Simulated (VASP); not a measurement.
Ca: single point with PBE

Ca:

```xyz
1
Lattice="0.0000 2.7942 2.7942 2.7243 0.0000 2.7942 2.7243 2.7942 0.0000" Properties=species:S:1:pos:R:3 pbc="T T T"
Ca    0.0000    0.0000    0.0000
```

This cell differs from its parent crystal: strain -0.0250 x Voigt [1, 0, 0, 0, 0, 0].

```yaml
Program: VASP 6.6.1
Task: single point
Functional: PBE
Potentials_or_basis: VASP PAW PBE potentials, release 64 (Ca_sv)
Cutoff: 520 eV
k_mesh: 14 × 14 × 14
Occupations: gaussian, width 0.15 eV
Spin: no spin polarisation
```

```yaml
Pressure: -0.1 GPa
Band_gap_on_the_k_mesh: zero (band 5 reaches 2.09 eV, above the bottom of band 6 at 1.76 eV)
```

Stress tensor (GPa, compression positive):
```
-0.03  0.00  0.00
 0.00 -0.20  0.00
 0.00  0.00 -0.20
```

Levels at points of the mesh, in eV from the Fermi level:
| k point | band 3 | band 4 | band 5 | band 6 | band 7 | band 8 |
| --- | --- | --- | --- | --- | --- | --- |
| (0.00, 0.00, 0.00) | -22.95 | -22.95 | -4.01 | 2.29 | 2.29 | 2.40 |
| (0.50, 0.00, 0.00) | -22.97 | -22.97 | -0.98 | -0.16 | 2.14 | 2.29 |
| (0.50, 0.50, 0.00) | -23.00 | -23.00 | -0.47 | 0.60 | 0.87 | 4.06 |
| (0.00, 0.50, 0.50) | -23.01 | -23.01 | -0.40 | 0.55 | 1.12 | 4.05 |

Wall time 75 s on 1 thread of AMD EPYC 9R45 (Zen 5) (shared host), peak memory 0.22 GiB.

Caveat: the cell differs from its parent crystal (strain -0.0250 x Voigt [1, 0, 0, 0, 0, 0]).
